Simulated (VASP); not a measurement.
# Al3NiIr (Pm-3m) in VASP: further runs

Runs on Al3NiIr. Level: PBE. Tasks: single point.

Everything below comes from runs of VASP 6.6.1. Logs are shortened: lines on timing, memory, paths and dates and some standing lists are left out, and cuts for length are marked.

**1. The cell of the first run**

The structure is cubic, space group Pm-3m (No. 221). Conventional cell: a = 3.942 Å, b = 3.942 Å, c = 3.942 Å, α = 90.00°, β = 90.00°, γ = 90.00°. Within 2.6 Å of Al (site symmetry 4/mmm) lie 2 Ir at 1.97 Å. Within 3.7 Å of Ni (site symmetry m-3m) lie 12 Al at 2.79 Å and 8 Ir at 3.41 Å. Ir (site symmetry m-3m) has 6 Al at 1.97 Å within 2.6 Å.

The cell was generated, and may not be a known phase.

**2. Single point, PBE, collinear spin, ferromagnetic start**

INCAR reads:

```
ALGO = Fast ; EDIFF = 1E-6
ENCUT = 520 ; GGA = PE
ISIF = 2 ; ISMEAR = 0
ISPIN = 2 ; LASPH = T
LCHARG = T ; LELF = T
LMAXMIX = 4 ; LORBIT = 11
LREAL = F ; LVHAR = T
LWAVE = F ; MAGMOM = 0 0 0 2 0
NBANDS = 26 ; NELM = 150
PREC = Accurate ; SIGMA = 0.1
```

KPOINTS reads:

```
k-points
0
Gamma
  4 4 4
```

POSCAR reads:

```
Al3NiIr
1.0
    3.9418938400      0.0000000000      0.0000000000
    0.0000000000      3.9418938400      0.0000000000
    0.0000000000      0.0000000000      3.9418938400
Al Ni Ir
3 1 1
Direct
    0.5000000000      0.0000000000      0.0000000000
    0.0000000000      0.5000000000      0.0000000000
    0.0000000000      0.0000000000      0.5000000000
    0.5000000000      0.5000000000      0.5000000000
    0.0000000000      0.0000000000      0.0000000000
```

Potentials or basis: VASP PAW PBE potentials, release 64 (Al, Ni, Ir).

Command:

```
$ cat potpaw_PBE.64/Al/POTCAR potpaw_PBE.64/Ni/POTCAR potpaw_PBE.64/Ir/POTCAR > POTCAR
$ mpirun -np 1 vasp_std > vasp.out
```

OUTCAR:

```text
EDIFF = 1E-6
   ENCUT = 520
   GGA = PE
   ISIF = 2
   ISMEAR = 0
   ISPIN = 2
   LASPH = T
   LORBIT = 11
   LREAL = F
   NELM = 150
   PREC = Accurate

 ion  position               nearest neighbor table
   1  0.500  0.000  0.000-   5 1.97   5 1.97   4 2.79   2 2.79   3 2.79   4 2.79   2 2.79   4 2.79
                             4 2.79   2 2.79   3 2.79   3 2.79   3 2.79   2 2.79
   2  0.000  0.500  0.000-   5 1.97   5 1.97   4 2.79   1 2.79   3 2.79   4 2.79   1 2.79   3 2.79
                             3 2.79   3 2.79   1 2.79   4 2.79   4 2.79   1 2.79
   3  0.000  0.000  0.500-   5 1.97   5 1.97   4 2.79   1 2.79   1 2.79   2 2.79   2 2.79   2 2.79
                             4 2.79   2 2.79   1 2.79   4 2.79   1 2.79   4 2.79
   4  0.500  0.500  0.500-   1 2.79   2 2.79   3 2.79   1 2.79   2 2.79   1 2.79   3 2.79   1 2.79
                             2 2.79   3 2.79   2 2.79   3 2.79
   5  0.000  0.000  0.000-   1 1.97   2 1.97   3 1.97   3 1.97   2 1.97   1 1.97

  LATTYP: Found a simple cubic cell.
 ALAT       =     3.9418938400

  Lattice vectors:

 A1 = (   3.9418938400,   0.0000000000,   0.0000000000)
 A2 = (   0.0000000000,   3.9418938400,   0.0000000000)
 A3 = (   0.0000000000,   0.0000000000,   3.9418938400)

Analysis of symmetry for initial positions (statically):
=====================================================================
 Subroutine PRICEL returns:
 Original cell was already a primitive cell.

 Routine SETGRP: Setting up the symmetry group for a
 simple cubic supercell.

 Subroutine GETGRP returns: Found 48 space group operations
 (whereof 48 operations were pure point group operations)
 out of a pool of 48 trial point group operations.

The static configuration has the point symmetry O_h .

Analysis of symmetry for dynamics (positions and initial velocities):
=====================================================================
 Subroutine PRICEL returns:
 Original cell was already a primitive cell.

 Routine SETGRP: Setting up the symmetry group for a
 simple cubic supercell.

 Subroutine GETGRP returns: Found 48 space group operations
 (whereof 48 operations were pure point group operations)
 out of a pool of 48 trial point group operations.

The dynamic configuration has the point symmetry O_h .

Analysis of structural, dynamic, and magnetic symmetry:
=====================================================================
 Subroutine PRICEL returns:
 Original cell was already a primitive cell.

 Routine SETGRP: Setting up the symmetry group for a
 simple cubic supercell.

 Subroutine GETGRP returns: Found 48 space group operations
 (whereof 48 operations were pure point group operations)
 out of a pool of 48 trial point group operations.

The overall configuration has the point symmetry O_h .

 Subroutine INISYM returns: Found 48 space group operations
 (whereof 48 operations are pure point group operations),
 and found     1 'primitive' translations

----------------------------------------------------------------------------------------

                                     Primitive cell

  volume of cell :      61.2512

  direct lattice vectors                    reciprocal lattice vectors
     3.941893840  0.000000000  0.000000000     0.253685168  0.000000000  0.000000000
     0.000000000  3.941893840  0.000000000     0.000000000  0.253685168  0.000000000
     0.000000000  0.000000000  3.941893840     0.000000000  0.000000000  0.253685168

  length of vectors
     3.941893840  3.941893840  3.941893840     0.253685168  0.253685168  0.253685168

  position of ions in fractional coordinates (direct lattice)
     0.500000000  0.000000000  0.000000000
     0.000000000  0.500000000  0.000000000
     0.000000000  0.000000000  0.500000000
     0.500000000  0.500000000  0.500000000
     0.000000000  0.000000000  0.000000000

  ion indices of the primitive-cell ions
   primitive index   ion index
                 1           1
                 2           2
                 3           3
                 4           4
                 5           5

----------------------------------------------------------------------------------------

 KPOINTS: k-points

Automatic generation of k-mesh.
 Grid dimensions read from file:
 generate k-points for:    4    4    4

 Generating k-lattice:

  Cartesian coordinates                     Fractional coordinates (reciprocal lattice)
     0.063421292  0.000000000  0.000000000     0.250000000  0.000000000  0.000000000
     0.000000000  0.063421292  0.000000000     0.000000000  0.250000000  0.000000000
     0.000000000  0.000000000  0.063421292     0.000000000  0.000000000  0.250000000

  Length of vectors
     0.063421292  0.063421292  0.063421292

  Shift w.r.t. Gamma in fractional coordinates (k-lattice)
     0.000000000  0.000000000  0.000000000

 Subroutine IBZKPT returns following result:
 ===========================================

 Found     10 irreducible k-points:

[... 71 lines left out ...]
  ---------------------------------------------------
  free energy    TOTEN  =       -14.83936571 eV

  energy without entropy =      -14.82861696  energy(sigma->0) =      -14.83399133

 E-fermi :  11.1432     XC(G=0): -12.0273

 val. band max:       11.0691672314   @ k =   0.5000   0.2500   0.2500
 cond. band min:      11.2734322069   @ k =   0.5000   0.2500   0.0000
 fundamental gap:      0.2042649756
 Fermi energy:        11.1432459780

 spin component 1

 k-point     1 :       0.0000    0.0000    0.0000
  band No.  band energies     occupation
      1      -1.2499      1.00000
      2       2.9069      1.00000
      3       2.9069      1.00000
      4       4.8938      1.00000
      5       4.8938      1.00000
      6       4.8938      1.00000
[... 18 lines left out ...]
     25      22.3364      0.00000
     26      22.3365      0.00000

 k-point     2 :       0.2500    0.0000    0.0000
  band No.  band energies     occupation
      1      -0.6375      1.00000
      2       3.0288      1.00000
      3       3.0384      1.00000
      4       4.5868      1.00000
      5       4.5868      1.00000
      6       4.9588      1.00000
[... 18 lines left out ...]
     25      23.0264      0.00000
[... 202 lines left out ...]
     25      22.5032      0.00000
     26      22.8017      0.00000

 k-point    10 :       0.5000    0.5000    0.5000
  band No.  band energies     occupation
      1       3.2381      1.00000
      2       3.2381      1.00000
      3       3.2381      1.00000
      4       4.4837      1.00000
      5       4.7855      1.00000
      6       4.7855      1.00000
[... 18 lines left out ...]
     25      24.3260      0.00000
     26      24.3260      0.00000
 Fermi energy:        11.1432459780

 spin component 2

 k-point     1 :       0.0000    0.0000    0.0000
  band No.  band energies     occupation
      1      -1.2499      1.00000
      2       2.9069      1.00000
      3       2.9069      1.00000
      4       4.8938      1.00000
      5       4.8938      1.00000
      6       4.8938      1.00000
[... 18 lines left out ...]
     25      22.3363      0.00000
     26      22.3369      0.00000

 k-point     2 :       0.2500    0.0000    0.0000
  band No.  band energies     occupation
      1      -0.6375      1.00000
      2       3.0289      1.00000
      3       3.0384      1.00000
      4       4.5868      1.00000
      5       4.5868      1.00000
      6       4.9588      1.00000
[... 18 lines left out ...]
     25      23.0264      0.00000
[... 202 lines left out ...]
     25      22.5037      0.00000
     26      22.8015      0.00000

 k-point    10 :       0.5000    0.5000    0.5000
  band No.  band energies     occupation
      1       3.2381      1.00000
      2       3.2381      1.00000
      3       3.2381      1.00000
      4       4.4837      1.00000
      5       4.7855      1.00000
      6       4.7855      1.00000
[... 18 lines left out ...]
     25      24.3260      0.00000
     26      24.3260      0.00000

------------------------ aborting loop because EDIFF is reached ----------------------------------------

  FORCE on cell =-STRESS in cart. coord.  units (eV):
  Direction    XX          YY          ZZ          XY          YZ          ZX
  --------------------------------------------------------------------------------------
  -------------------------------------------------------------------------------------
  Total       45.1440749     45.1440749     45.1440749     -0.0000000     -0.0000000      0.0000000
  in kB     1180.8549884   1180.8549884   1180.8549884     -0.0000000     -0.0000000      0.0000000
  external PRESSURE =    1180.8549884 kB  Pullay stress =       0.0000000 kB

 VOLUME and BASIS-vectors are now :
 -----------------------------------------------------------------------------
  energy-cutoff  :      520.00
  volume of cell :       61.25
      direct lattice vectors                 reciprocal lattice vectors
     3.941893840  0.000000000  0.000000000     0.253685168  0.000000000  0.000000000
     0.000000000  3.941893840  0.000000000     0.000000000  0.253685168  0.000000000
     0.000000000  0.000000000  3.941893840     0.000000000  0.000000000  0.253685168

 POSITION                                       TOTAL-FORCE (eV/Angst)
 -----------------------------------------------------------------------------------
      1.97095      0.00000      0.00000         0.000000      0.000000      0.000000
      0.00000      1.97095      0.00000         0.000000      0.000000      0.000000
      0.00000      0.00000      1.97095         0.000000      0.000000      0.000000
      1.97095      1.97095      1.97095         0.000000      0.000000      0.000000
      0.00000      0.00000      0.00000         0.000000      0.000000      0.000000
 -----------------------------------------------------------------------------------
    total drift:                                0.000000      0.000000      0.000000

  FREE ENERGIE OF THE ION-ELECTRON SYSTEM (eV)
  ---------------------------------------------------
  free  energy   TOTEN  =       -14.8393657068 eV

  energy  without entropy=      -14.8286169583  energy(sigma->0) =      -14.83399133

 total charge

# of ion       s       p       d       tot
------------------------------------------
    1        0.502   0.553   0.000   1.055
    2        0.502   0.553   0.000   1.055
    3        0.502   0.553   0.000   1.055
    4        0.454   0.276   8.499   9.229
    5        1.146   1.137   8.614  10.897
--------------------------------------------------
tot          3.106   3.072  17.113  23.291

 magnetization (x)

# of ion       s       p       d       tot
------------------------------------------
    1        0.000   0.000   0.000   0.000
    2        0.000   0.000   0.000   0.000
    3        0.000   0.000   0.000   0.000
    4        0.000   0.000   0.000   0.000
    5       -0.000   0.000  -0.000   0.000
--------------------------------------------------
tot          0.000   0.000   0.000   0.000
```

Run time: 60 s. Hardware: 1 thread of Intel Xeon Platinum 8375C at 2.90GHz (Ice Lake), shared host; peak memory 0.2 GiB.

What came out:

* Free energy: -14.8394 eV
* Pressure: 118.1 GPa
* Band gap on the k mesh: zero (filled and empty bands overlap)
* Net moment: 0.00 μB per cell
* Valence electrons inside the program's atomic spheres: Al 1.05; Ni 9.23; Ir 10.90

Caveat: the k points lie up to 0.40 Å⁻¹ apart, too coarse for converged energies and pressures of a metal; the moments typed at the start vanished in this run; spin-orbit coupling is left out, which moves the levels of the heavy elements.

**3. Single point, PBE, collinear spin, ferromagnetic start**

This run uses another cell than the first one, of 20.36 Å³/atom.

INCAR reads:

```
SYSTEM = Al3NiIr
PREC     = Accurate       ! precision mode
ENCUT    = 520            ! plane-wave cutoff, eV
EDIFF    = 1E-7           ! SCF threshold, eV
ISMEAR   = 0              ! smearing method
SIGMA    = 0.1            ! smearing width, eV
LREAL    = .False.        ! projectors in reciprocal space
LASPH    = .True.         ! aspherical terms in the spheres
NELM     = 150            ! most SCF steps
ALGO     = Fast           ! electronic algorithm
ISIF     = 2              ! what is computed and relaxed
LWAVE    = .False.        ! write WAVECAR
LCHARG   = .False.        ! write CHGCAR
ISPIN    = 2              ! spin polarisation
MAGMOM   = 0 0 0 2 0      ! initial moments
LORBIT   = 11             ! projections on sites
LMAXMIX  = 4              ! l up to which the mixer works
GGA      = PE             ! functional
NBANDS   = 26             ! bands
```

KPOINTS reads:

```
Automatic mesh
0
Gamma
  4 4 4
  0 0 0
```

Changes to POSCAR since step 2:

```diff
@@ -2,5 +2,5 @@
 1.0
-    3.9418938400      0.0000000000      0.0000000000
-    0.0000000000      3.9418938400      0.0000000000
-    0.0000000000      0.0000000000      3.9418938400
+    4.6692609628      0.0000000000      0.0000000000
+    0.0000000000      4.6692609628      0.0000000000
+    0.0000000000      0.0000000000      4.6692609628
 Al Ni Ir
```

Potentials or basis: VASP PAW PBE potentials, release 64 (Al, Ni, Ir).

Command:

```
$ cat potpaw_PBE.64/Al/POTCAR potpaw_PBE.64/Ni/POTCAR potpaw_PBE.64/Ir/POTCAR > POTCAR
$ mpirun -np 1 vasp_std > vasp.out
```

Run time: 2 min. Hardware: 1 thread of Intel Xeon Platinum 8375C at 2.90GHz (Ice Lake), shared host; peak memory 0.26 GiB.

Results (log left out):

| Item | Value |
| --- | --- |
| Free energy | -24.6276 eV |
| Pressure | -0.2 GPa |
| Net moment | 0.36 μB per cell |
| Site moments | Al +0.00; Ni +0.33; Ir +0.01 μB |
| Valence electrons inside the program's atomic spheres | Al 0.77; Ni 8.87; Ir 9.04 |

Levels at points of the mesh, in eV from the Fermi level:
Spin up:
```
           k point  band 11  band 12  band 13  band 14  band 15  band 16  band 17  band 18
(0.00, 0.00, 0.00)    -0.93    -0.72    -0.72    -0.72    -0.58     2.13     2.13     3.99
(0.50, 0.00, 0.00)    -0.77    -0.63     0.23     0.23     0.98     1.47     2.22     2.74
(0.50, 0.50, 0.00)    -0.73    -0.69    -0.60    -0.51     0.49     2.16     2.16     3.58
(0.50, 0.50, 0.50)    -0.59    -0.59    -0.42    -0.42    -0.42     0.53     0.53     0.53
```
Spin down:
| k point | band 10 | band 11 | band 12 | band 13 | band 14 | band 15 | band 16 | band 17 | band 18 | band 19 |
| --- | --- | --- | --- | --- | --- | --- | --- | --- | --- | --- |
| (0.00, 0.00, 0.00) | -0.77 | -0.77 | -0.55 | -0.36 | -0.36 | -0.36 | 2.16 | 2.16 | 3.98 | 3.98 |
| (0.50, 0.00, 0.00) | -0.96 | -0.42 | -0.41 | 0.45 | 0.45 | 1.03 | 1.46 | 2.27 | 2.74 | 2.74 |
| (0.50, 0.50, 0.00) | -0.39 | -0.39 | -0.39 | -0.36 | -0.34 | 0.51 | 2.16 | 2.16 | 3.60 | 3.66 |
| (0.50, 0.50, 0.50) | -0.86 | -0.37 | -0.37 | -0.06 | -0.06 | -0.06 | 0.53 | 0.53 | 0.53 | 7.86 |

Caveat: spin-orbit coupling is left out, which moves the levels of the heavy elements.

**4. Single point, PBE, collinear spin, ferromagnetic start**

This run uses another cell than the first one, of 20.34 Å³/atom.

INCAR reads:

```
SYSTEM = Al3NiIr
PREC     = Accurate       ! precision mode
ENCUT    = 520            ! plane-wave cutoff, eV
EDIFF    = 1E-6           ! SCF threshold, eV
ISMEAR   = 0              ! smearing method
SIGMA    = 0.1            ! smearing width, eV
LREAL    = .FALSE.        ! projectors in reciprocal space
LASPH    = .TRUE.         ! aspherical terms in the spheres
NELM     = 150            ! most SCF steps
ALGO     = Fast           ! electronic algorithm
ISIF     = 2              ! what is computed and relaxed
LWAVE    = .FALSE.        ! write WAVECAR
LCHARG   = .FALSE.        ! write CHGCAR
ISPIN    = 2              ! spin polarisation
MAGMOM   = 0 0 0 -0.39 0  ! initial moments
LORBIT   = 11             ! projections on sites
LMAXMIX  = 4              ! l up to which the mixer works
GGA      = PE             ! functional
NBANDS   = 26             ! bands
```

KPOINTS reads:

```
Automatic mesh
0
G
  8 8 8
  0 0 0
```

Changes to POSCAR since step 3:

```diff
@@ -2,5 +2,5 @@
 1.0
-    4.6692609628      0.0000000000      0.0000000000
-    0.0000000000      4.6692609628      0.0000000000
-    0.0000000000      0.0000000000      4.6692609628
+    4.6677045402      0.0000000000      0.0000000000
+    0.0000000000      4.6677045402      0.0000000000
+    0.0000000000      0.0000000000      4.6677045402
 Al Ni Ir
```

Command:

```
$ cat potpaw_PBE.64/Al/POTCAR potpaw_PBE.64/Ni/POTCAR potpaw_PBE.64/Ir/POTCAR > POTCAR
$ mpirun -np 1 vasp_std > vasp.out
```

Wall time 4.2 min (1 thread of Intel Xeon Platinum 8375C at 2.90GHz (Ice Lake), shared host); peak memory 0.34 GiB.

It converged, with:

```yaml
Free_energy: -24.6490 eV
Pressure: 0.0 GPa
Net_moment: -0.50 μB per cell
Site_moments: Al -0.01; Ni -0.46; Ir -0.02 μB
Valence_electrons_inside_the_program's_atomic_spheres: Al 0.77; Ni 8.86; Ir 9.05
```

Levels at points of the mesh, in eV from the Fermi level:
Spin up:
| k point | band 10 | band 11 | band 12 | band 13 | band 14 | band 15 | band 16 | band 17 | band 18 | band 19 |
| --- | --- | --- | --- | --- | --- | --- | --- | --- | --- | --- |
| (0.00, 0.00, 0.00) | -0.78 | -0.78 | -0.55 | -0.34 | -0.34 | -0.34 | 2.19 | 2.19 | 4.01 | 4.01 |
| (0.50, 0.00, 0.00) | -0.97 | -0.44 | -0.39 | 0.49 | 0.49 | 1.04 | 1.47 | 2.28 | 2.75 | 2.75 |
| (0.50, 0.50, 0.00) | -0.40 | -0.37 | -0.37 | -0.37 | -0.32 | 0.56 | 2.17 | 2.17 | 3.58 | 3.70 |
| (0.50, 0.50, 0.50) | -0.89 | -0.39 | -0.39 | -0.03 | -0.03 | -0.03 | 0.54 | 0.54 | 0.54 | 7.90 |
Spin down:
```tsv
k point	band 12	band 13	band 14	band 15	band 16	band 17
(0.00, 0.00, 0.00)	-0.86	-0.86	-0.86	-0.58	2.15	2.15
(0.50, 0.00, 0.00)	-0.72	0.19	0.19	0.98	1.49	2.22
(0.50, 0.50, 0.00)	-0.83	-0.70	-0.56	0.52	2.18	2.18
(0.50, 0.50, 0.50)	-0.69	-0.56	-0.56	-0.56	0.56	0.56
```

Caveat: spin-orbit coupling is left out, which moves the levels of the heavy elements.

The gap in the log of VASP goes by the Fermi energy; the results here count the filled bands.